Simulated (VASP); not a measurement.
# Zn (P6_3/mmc) in VASP: further runs

Zn is run at these levels: PBEsol, LDA; tasks: single point.

Program: VASP 6.6.1. These are calculated values, not measurements. Logs are shortened: lines on timing, memory, paths and dates and some standing lists are left out, and cuts for length are marked.

**1. The cell of the first run**

Symmetry: P6_3/mmc, No. 194, hexagonal system. Conventional cell: a = 2.652 Å, b = 2.652 Å, c = 4.933 Å, α = 90.00°, β = 90.00°, γ = 120.00°. Within 3.5 Å of Zn (site symmetry -6m2) lie 12 Zn at 2.65 to 2.90 Å.

**2. Single point, PBEsol (volume scaled by 0.98)**

INCAR reads:

```
ALGO = Normal ; EDIFF = 1E-6
ENCUT = 520 ; GGA = PS
ISIF = 2 ; ISMEAR = -1
LASPH = T ; LCHARG = F
LREAL = F ; LWAVE = F
NBANDS = 19 ; NELM = 80
PREC = Accurate ; SIGMA = 0.05
```

KPOINTS reads:

```
k-points
0
Gamma
  11 11 6
```

POSCAR reads:

```
Zn
1.0
    2.6520799970      0.0000000000      0.0000000000
   -1.3260399985      2.2967686502      0.0000000000
    0.0000000000      0.0000000000      4.9326701367
Zn
2
Direct
    0.6666666667      0.3333333333      0.7500000000
    0.3333333333      0.6666666667      0.2500000000
```

Potentials or basis: VASP PAW PBE potentials, release 64 (Zn).

Run with:

```
$ cat potpaw_PBE.64/Zn/POTCAR > POTCAR
$ mpirun -np 1 vasp_std > vasp.out
```

OUTCAR:

```text
EDIFF = 1E-6
   ENCUT = 520
   GGA = PS
   ISIF = 2
   ISMEAR = -1
   LASPH = T
   LREAL = F
   NELM = 80
   PREC = Accurate

 ion  position               nearest neighbor table
   1  0.667  0.333  0.750-   2 2.90   2 2.90   2 2.90   2 2.90   2 2.90   2 2.90
   2  0.333  0.667  0.250-   1 2.90   1 2.90   1 2.90   1 2.90   1 2.90   1 2.90

  LATTYP: Found a hexagonal cell.
 ALAT       =     2.6520799970
 C/A-ratio  =     1.8599250936

  Lattice vectors:

 A1 = (   2.6520799970,   0.0000000000,   0.0000000000)
 A2 = (  -1.3260399985,   2.2967686502,   0.0000000000)
 A3 = (   0.0000000000,   0.0000000000,   4.9326701367)

Analysis of symmetry for initial positions (statically):
=====================================================================
 Subroutine PRICEL returns:
 Original cell was already a primitive cell.

 Routine SETGRP: Setting up the symmetry group for a
 hexagonal supercell.

 Subroutine GETGRP returns: Found 24 space group operations
 (whereof 12 operations were pure point group operations)
 out of a pool of 24 trial point group operations.

The static configuration has the point symmetry D_3d.
 The point group associated with its full space group is D_6h.

Analysis of symmetry for dynamics (positions and initial velocities):
=====================================================================
 Subroutine PRICEL returns:
 Original cell was already a primitive cell.

 Routine SETGRP: Setting up the symmetry group for a
 hexagonal supercell.

 Subroutine GETGRP returns: Found 24 space group operations
 (whereof 12 operations were pure point group operations)
 out of a pool of 24 trial point group operations.

The dynamic configuration has the point symmetry D_3d.
 The point group associated with its full space group is D_6h.

 Subroutine INISYM returns: Found 24 space group operations
 (whereof 12 operations are pure point group operations),
 and found     1 'primitive' translations

----------------------------------------------------------------------------------------

                                     Primitive cell

  volume of cell :      30.0460

  direct lattice vectors                    reciprocal lattice vectors
     2.652079997  0.000000000  0.000000000     0.377062532  0.217697155  0.000000000
    -1.326039998  2.296768650  0.000000000     0.000000000  0.435394309  0.000000000
     0.000000000  0.000000000  4.932670137     0.000000000  0.000000000  0.202729956

  length of vectors
     2.652079997  2.652079997  4.932670137     0.435394309  0.435394309  0.202729956

  position of ions in fractional coordinates (direct lattice)
     0.666666667  0.333333333  0.750000000
     0.333333333  0.666666667  0.250000000

  ion indices of the primitive-cell ions
   primitive index   ion index
                 1           1
                 2           2

----------------------------------------------------------------------------------------

 KPOINTS: k-points

Automatic generation of k-mesh.
 Grid dimensions read from file:
 generate k-points for:   11   11    6

 Generating k-lattice:

  Cartesian coordinates                     Fractional coordinates (reciprocal lattice)
     0.034278412  0.019790650  0.000000000     0.090909091 -0.000000000  0.000000000
     0.000000000  0.039581301  0.000000000     0.000000000  0.090909091  0.000000000
     0.000000000  0.000000000  0.033788326     0.000000000  0.000000000  0.166666667

  Length of vectors
     0.039581301  0.039581301  0.033788326

  Shift w.r.t. Gamma in fractional coordinates (k-lattice)
     0.000000000  0.000000000  0.000000000

 Subroutine IBZKPT returns following result:
 ===========================================

 Found     64 irreducible k-points:

 Following reciprocal coordinates:
            Coordinates               Weight
  0.000000  0.000000  0.000000      1.000000
  0.090909  0.000000  0.000000      6.000000
  0.181818  0.000000  0.000000      6.000000
  0.272727  0.000000  0.000000      6.000000
  0.363636  0.000000  0.000000      6.000000
  0.454545  0.000000  0.000000      6.000000
[... 16 lines left out ...]
  0.090909  0.090909  0.166667     12.000000
  0.181818  0.090909  0.166667     24.000000
 [... further k-points ...]
   k-points           NKPTS =     64   k-points in BZ     NKDIM =     64   number of bands    NBANDS=     19
   number of dos      NEDOS =    301   number of ions     NIONS =      2
   total plane-waves  NPLWV =  16000
   dimension x,y,z NGX =    20 NGY =   20 NGZ =   40
   dimension x,y,z NGXF=    40 NGYF=   40 NGZF=   80
   ions per type =               2
   NGX,Y,Z   is equivalent  to a cutoff of  12.54, 12.54, 13.48 a.u.
   NGXF,Y,Z  is equivalent  to a cutoff of  25.07, 25.07, 26.96 a.u.
 SYSTEM =  unknown system
   PREC   = accura    normal or accurate (medium, high low for compatibility)
   ISTART =      0    job   : 0-new  1-cont  2-samecut
   ICHARG =      2    charge: 1-file 2-atom 10-const
   ISPIN  =      1    spin polarized calculation?
   LNONCOLLINEAR =      F non collinear calculations
   LSORBIT =      F    spin-orbit coupling
   LASPH  =      T    aspherical Exc in radial PAW
   ENCUT  =  520.0 eV  38.22 Ry    6.18 a.u.   4.93  4.93  9.17*2*pi/ulx,y,z
   NELM   =     80;   NELMIN=  2; NELMDL= -5     # of ELM steps
   EDIFF  = 0.1E-05   stopping-criterion for ELM
   LREAL  =      F    real-space projection
   EDIFFG = 0.1E-04   stopping-criterion for IOM
   NSW    =      0    number of steps for IOM
   IBRION =     -1    ionic relax: 0-MD 1-quasi-New 2-CG
   NFREE  =      0    steps in history (QN), initial steepest desc. (CG)
   ISIF   =      2    stress and relaxation
   ISYM   =      2    0-nonsym 1-usesym 2-fastsym
   POTIM  = 0.5000    time-step for ionic-motion
   TEBEG  =    0.0;   TEEND  =   0.0 temperature during run
   PSTRESS=    0.0 pullay stress
   NELECT =      24.0000    total number of electrons
   NUPDOWN=      -1.0000    fix difference up-down
   EMIN   =  10.00;   EMAX   =-10.00  energy-range for DOS
   EFERMI =   0.00;   METHOD = LEGACY
   ISMEAR =    -1;   SIGMA  =   0.05  broadening in eV -4-tet -1-fermi 0-gaus
   EFERMI_NEDOS =   21; number of points for ismear=-14 and -15
   IALGO  =     38    algorithm
   IMIX   =      4    mixing-type and parameters
     AMIX     =   0.40;   BMIX     =  1.00
     AMIX_MAG =   1.60;   BMIX_MAG =  1.00
  volume/ion in A,a.u.               =      15.02       101.38
  Fermi-wavevector in a.u.,A,eV,Ry     =   1.518973  2.870442 31.392418  2.307278
  Thomas-Fermi vector in A             =   2.628021
   LORBIT       =      0    0 simple, 1 ext, 2 COOP (PROOUT), +10 PAW based schemes
   GGA     = PS    functional components
   LHFCALC =     F    Hartree Fock is set to
   AEXX    =    0.0000 exact exchange contribution
   IVDW    =     0    specifies the selected vdW correction
   LEPSILON=     F    determine dielectric tensor
   LRPA    =     F    only Hartree local field effects (RPA)
 non-spin polarized calculation
  energy-cutoff  :      520.00
  volume of cell :       30.05
 maximum number of plane-waves:       829
 NGX is ok and might be reduce to    20
   NGX =  9   NGY =  9   NGZ = 19

 number of electron      24.0000016 magnetization

 Free energy of the ion-electron system (eV)
  ---------------------------------------------------
  ext. energy  EPLUGINS =         0.00000000
  ---------------------------------------------------
  free energy    TOTEN  =        -3.13719020 eV

  energy without entropy =       -3.13246859  energy(sigma->0) =       -3.13482940

 E-fermi :   2.8847     XC(G=0): -11.7645

 val. band max:        2.8720407524   @ k =   0.3636   0.2727   0.3333
 cond. band min:       2.9380842848   @ k =   0.1818   0.0000   0.1667
 fundamental gap:      0.0660435324
 Fermi energy:         2.8847008232

 k-point     1 :       0.0000    0.0000    0.0000
  band No.  band energies     occupation
      1      -7.4877      2.00000
      2      -5.6197      2.00000
      3      -4.8941      2.00000
      4      -4.6516      2.00000
      5      -4.6516      2.00000
      6      -4.6005      2.00000
[... 11 lines left out ...]
     18      22.2738      0.00000
     19      22.2753      0.00000

 k-point     2 :       0.0909    0.0000    0.0000
  band No.  band energies     occupation
      1      -7.2410      2.00000
      2      -5.5126      2.00000
      3      -4.8699      2.00000
      4      -4.6746      2.00000
      5      -4.6253      2.00000
      6      -4.5930      2.00000
[... 11 lines left out ...]
     18      20.9908      0.00000
     19      22.9365      0.00000

 k-point     3 :       0.1818    0.0000    0.0000
  band No.  band energies     occupation
      1      -6.5337      2.00000
      2      -5.2806      2.00000
      3      -4.8362      2.00000
      4      -4.7206      2.00000
      5      -4.5941      2.00000
      6      -4.5640      2.00000
[... 11 lines left out ...]
     18      19.2825      0.00000
     19      19.8353      0.00000

 k-point     4 :       0.2727    0.0000    0.0000
  band No.  band energies     occupation
      1      -5.6348      2.00000
      2      -5.2093      2.00000
      3      -4.8481      2.00000
      4      -4.7397      2.00000
      5      -4.6336      2.00000
      6      -4.4798      2.00000
[... 11 lines left out ...]
     18      18.3836      0.00000
     19      19.5167      0.00000

 k-point     5 :       0.3636    0.0000    0.0000
  band No.  band energies     occupation
      1      -5.3642      2.00000
      2      -5.2784      2.00000
      3      -5.0498      2.00000
      4      -4.6000      2.00000
      5      -4.5930      2.00000
      6      -4.4658      2.00000
[... 11 lines left out ...]
     18      17.7816      0.00000
     19      19.3200      0.00000
[... 334 lines left out ...]
      2      -5.2883      2.00000
      3      -5.0258      2.00000
      4      -4.7732      2.00000
      5      -4.5038      2.00000
      6      -4.4412      2.00000
[... 11 lines left out ...]
     18      17.7614      0.00000
     19      18.4631      0.00000

 k-point    22 :       0.4545    0.0000    0.1667
  band No.  band energies     occupation
      1      -5.3943      2.00000
      2      -5.3646      2.00000
      3      -5.1075      2.00000
      4      -4.7950      2.00000
      5      -4.4714      2.00000
      6      -4.4375      2.00000
[... 11 lines left out ...]
     18      17.5602      0.00000
     19      17.8508      0.00000

 k-point    23 :       0.0909    0.0909    0.1667
  band No.  band energies     occupation
      1      -6.6013      2.00000
      2      -5.3311      2.00000
      3      -4.8445      2.00000
      4      -4.7197      2.00000
      5      -4.6949      2.00000
      6      -4.4804      2.00000
[... 11 lines left out ...]
     18      19.4686      0.00000
     19      22.3089      0.00000

 k-point    24 :       0.1818    0.0909    0.1667
  band No.  band energies     occupation
      1      -5.7776      2.00000
      2      -5.1209      2.00000
      3      -4.8397      2.00000
      4      -4.7881      2.00000
      5      -4.7418      2.00000
      6      -4.6065      2.00000
[... 11 lines left out ...]
     18      17.7155      0.00000
     19      19.8535      0.00000

 [... further k-points ...]
[... 5 lines left out ...]
  --------------------------------------------------------------------------------------
  -------------------------------------------------------------------------------------
  Total       -0.6928639     -0.6928639     -0.8332906     -0.0000000     -0.0000000      0.0000000
  in kB      -36.9464396    -36.9464396    -44.4345865     -0.0000000     -0.0000000      0.0000000
  external PRESSURE =     -39.4424886 kB  Pullay stress =       0.0000000 kB

 VOLUME and BASIS-vectors are now :
 -----------------------------------------------------------------------------
  energy-cutoff  :      520.00
  volume of cell :       30.05
      direct lattice vectors                 reciprocal lattice vectors
     2.652079997  0.000000000  0.000000000     0.377062532  0.217697155  0.000000000
    -1.326039998  2.296768650  0.000000000     0.000000000  0.435394309  0.000000000
     0.000000000  0.000000000  4.932670137     0.000000000  0.000000000  0.202729956

 POSITION                                       TOTAL-FORCE (eV/Angst)
 -----------------------------------------------------------------------------------
      1.32604      0.76559      3.69950        -0.000000      0.000000      0.000000
     -0.00000      1.53118      1.23317         0.000000     -0.000000      0.000000
 -----------------------------------------------------------------------------------
    total drift:                               -0.000000      0.000000     -0.000000

  FREE ENERGIE OF THE ION-ELECTRON SYSTEM (eV)
  ---------------------------------------------------
  free  energy   TOTEN  =        -3.1371902038 eV

  energy  without entropy=       -3.1324685869  energy(sigma->0) =       -3.13482940
```

Wall time 20 s (1 thread of Intel Xeon Platinum 8259CL at 2.50GHz (Skylake/Cascade Lake), shared host); peak memory 0.15 GiB.

Results:

- Free energy: -3.1372 eV
- Pressure: -3.9 GPa
- Band gap on the k mesh: zero (band 12 reaches 4.74 eV, above the bottom of band 13 at -0.02 eV)

Stress tensor (GPa, compression positive):
```
-3.69  0.00  0.00
 0.00 -3.69  0.00
 0.00  0.00 -4.44
```

Caveat: the PAW data sets were made with another functional, which shifts forces and pressure a little.

**3. Single point, LDA (volume scaled by 1.02)**

INCAR reads:

```
SYSTEM = Zn
ALGO     = Fast           ! electronic algorithm
EDIFF    = 1E-6           ! SCF threshold, eV
ENCUT    = 520            ! plane-wave cutoff, eV
GGA      = CA             ! functional
ISIF     = 2              ! what is computed and relaxed
ISMEAR   = -1             ! smearing method
LASPH    = .TRUE.         ! aspherical terms in the spheres
LCHARG   = .FALSE.        ! write CHGCAR
LREAL    = .FALSE.        ! projectors in reciprocal space
LWAVE    = .FALSE.        ! write WAVECAR
NBANDS   = 19             ! bands
NELM     = 80             ! most SCF steps
PREC     = Accurate       ! precision mode
SIGMA    = 0.05           ! smearing width, eV
```

KPOINTS reads:

```
k-points
0
G
  11 11 6
  0 0 0
```

POSCAR reads:

```
Zn
1.0
    2.6876826345      0.0000000000      0.0000000000
   -1.3438413173      2.3276014388      0.0000000000
    0.0000000000      0.0000000000      4.9988883757
Zn
2
Direct
    0.6666666667      0.3333333333      0.7500000000
    0.3333333333      0.6666666667      0.2500000000
```

Potentials or basis: VASP PAW LDA potentials, release 64 (Zn).

Run with:

```
$ cat potpaw_LDA.64/Zn/POTCAR > POTCAR
$ mpirun -np 1 vasp_std > vasp.out
```

Wall time 22 s (1 thread of Intel Xeon Platinum 8259CL at 2.50GHz (Skylake/Cascade Lake), shared host); peak memory 0.14 GiB.

The run converged. Its results:

```
Free energy            : -3.6057 eV
Pressure               : -9.6 GPa
Band gap on the k mesh : zero (band 12 reaches 4.38 eV, above the bottom of band 13 at -0.46 eV)
```

Stress tensor (GPa, compression positive):
```
-10.19   0.00   0.00
  0.00 -10.19   0.00
  0.00   0.00  -8.27
```

Levels at points of the mesh, in eV from the Fermi level:
```
           k point  band 10  band 11  band 12  band 13  band 14  band 15
(0.00, 0.00, 0.00)    -7.00    -7.00    -3.34    -3.01    13.34    17.08
(0.00, 0.00, 0.50)    -7.08    -7.08    -7.08     4.58     4.58    18.30
```

**4. Single point, LDA (volume scaled by 1.04)**

INCAR reads:

```
PREC = Accurate
ENCUT = 520
EDIFF = 1E-6
ISMEAR = -1
SIGMA = 0.05
LREAL = False
LASPH = True
NELM = 80
ALGO = Normal
ISIF = 2
LWAVE = False
LCHARG = False
NBANDS = 19
```

KPOINTS reads:

```
regular mesh
0
Gamma
  11 11 6
```

POSCAR reads:

```
Zn
1.0
    2.7051356082      0.0000000000      0.0000000000
   -1.3525678041      2.3427161574      0.0000000000
    0.0000000000      0.0000000000      5.0313495994
Zn
2
Direct
    0.6666666667      0.3333333333      0.7500000000
    0.3333333333      0.6666666667      0.2500000000
```

Potentials or basis: VASP PAW LDA potentials, release 64 (Zn).

Run with:

```
$ cat potpaw_LDA.64/Zn/POTCAR > POTCAR
$ mpirun -np 1 vasp_std > vasp.out
```

OUTCAR:

```text
PREC = Accurate
   ENCUT = 520
   EDIFF = 1E-6
   ISMEAR = -1
   LREAL = False
   LASPH = True
   NELM = 80
   ISIF = 2

 ion  position               nearest neighbor table
   1  0.667  0.333  0.750-   2 2.96   2 2.96   2 2.96   2 2.96   2 2.96   2 2.96
   2  0.333  0.667  0.250-   1 2.96   1 2.96   1 2.96   1 2.96   1 2.96   1 2.96

  LATTYP: Found a hexagonal cell.
 ALAT       =     2.7051356082
 C/A-ratio  =     1.8599250936

  Lattice vectors:

[... 716 lines left out ...]

------------------------ aborting loop because EDIFF is reached ----------------------------------------

  FORCE on cell =-STRESS in cart. coord.  units (eV):
  Direction    XX          YY          ZZ          XY          YZ          ZX
  --------------------------------------------------------------------------------------
  -------------------------------------------------------------------------------------
  Total       -2.2546066     -2.2546066     -1.7907495     -0.0000000     -0.0000000      0.0000000
  in kB     -113.2891033   -113.2891033    -89.9812908     -0.0000000     -0.0000000      0.0000000
  external PRESSURE =    -105.5198325 kB  Pullay stress =       0.0000000 kB

 VOLUME and BASIS-vectors are now :
 -----------------------------------------------------------------------------
  energy-cutoff  :      520.00
  volume of cell :       31.89
      direct lattice vectors                 reciprocal lattice vectors
     2.705135608  0.000000000  0.000000000     0.369667235  0.213427478  0.000000000
    -1.352567804  2.342716157  0.000000000     0.000000000  0.426854955  0.000000000
     0.000000000  0.000000000  5.031349599     0.000000000  0.000000000  0.198753829

 POSITION                                       TOTAL-FORCE (eV/Angst)
 -----------------------------------------------------------------------------------
      1.35257      0.78091      3.77351        -0.000000      0.000000     -0.000000
     -0.00000      1.56181      1.25784         0.000000     -0.000000      0.000000
 -----------------------------------------------------------------------------------
    total drift:                               -0.000000      0.000000      0.000000

  FREE ENERGIE OF THE ION-ELECTRON SYSTEM (eV)
  ---------------------------------------------------
  free  energy   TOTEN  =        -3.5670409216 eV

  energy  without entropy=       -3.5624447399  energy(sigma->0) =       -3.56474283
```

OSZICAR:

```text
N       E                     dE             d eps       ncg     rms          rms(c)
DAV:   1     0.115865753149E+03    0.11587E+03   -0.12420E+04  2456   0.197E+03
DAV:   2     0.163579899350E+01   -0.11423E+03   -0.11071E+03  2450   0.301E+02
DAV:   3    -0.376642213770E+01   -0.54022E+01   -0.53814E+01  2774   0.721E+01
DAV:   4    -0.379900263348E+01   -0.32580E-01   -0.32573E-01  2660   0.575E+00
DAV:   5    -0.379905083442E+01   -0.48201E-04   -0.48201E-04  2701   0.202E-01    0.360E+00
DAV:   6    -0.358944235427E+01    0.20961E+00   -0.80767E-01  2687   0.185E+01    0.276E+00
DAV:   7    -0.357461987987E+01    0.14822E-01   -0.31758E-02  3039   0.296E+00    0.142E+00
DAV:   8    -0.356705983093E+01    0.75600E-02   -0.30375E-03  3269   0.685E-01    0.451E-02
DAV:   9    -0.356703732671E+01    0.22504E-04   -0.24634E-04  3105   0.180E-01    0.338E-02
DAV:  10    -0.356704099601E+01   -0.36693E-05   -0.14350E-05  2572   0.282E-02    0.277E-03
DAV:  11    -0.356704092156E+01    0.74451E-07   -0.71703E-07  1506   0.142E-02
   1 F= -.35670409E+01 E0= -.35647428E+01  d E =-.459618E-02
```

stdout:

```text
POSCAR found type information on POSCAR Zn
 POSCAR found :  1 types and       2 ions
 scaLAPACK will be used
 LDA part: xc-table for (Slater(with rela. corr.)+CA(PZ))
 , standard interpolation
 POSCAR, INCAR and KPOINTS ok, starting setup
 FFT: planning ... GRIDC
 FFT: planning ... GRID_SOFT
 FFT: planning ... GRID
 WAVECAR not read
 entering main loop
```

Wall time 19 s (1 thread of Intel Xeon Platinum 8259CL at 2.50GHz (Skylake/Cascade Lake), shared host); peak memory 0.15 GiB.

Results:

```yaml
Free_energy: -3.5670 eV
Pressure: -10.6 GPa
Band_gap_on_the_k_mesh: zero (band 12 reaches 4.24 eV, above the bottom of band 13 at -0.60 eV)
```

Levels at points of the mesh, in eV from the Fermi level:
```csv
k point,band 8,band 9,band 10,band 11,band 12,band 13,band 14,band 15,band 16,band 17
"(0.00, 0.00, 0.00)",-7.17,-7.17,-6.98,-6.98,-3.25,-3.03,13.17,16.82,16.82,16.89
"(0.00, 0.00, 0.50)",-7.39,-7.06,-7.06,-7.06,-7.06,4.51,4.51,18.02,18.02,18.02
```

[end of part 1 of 2]
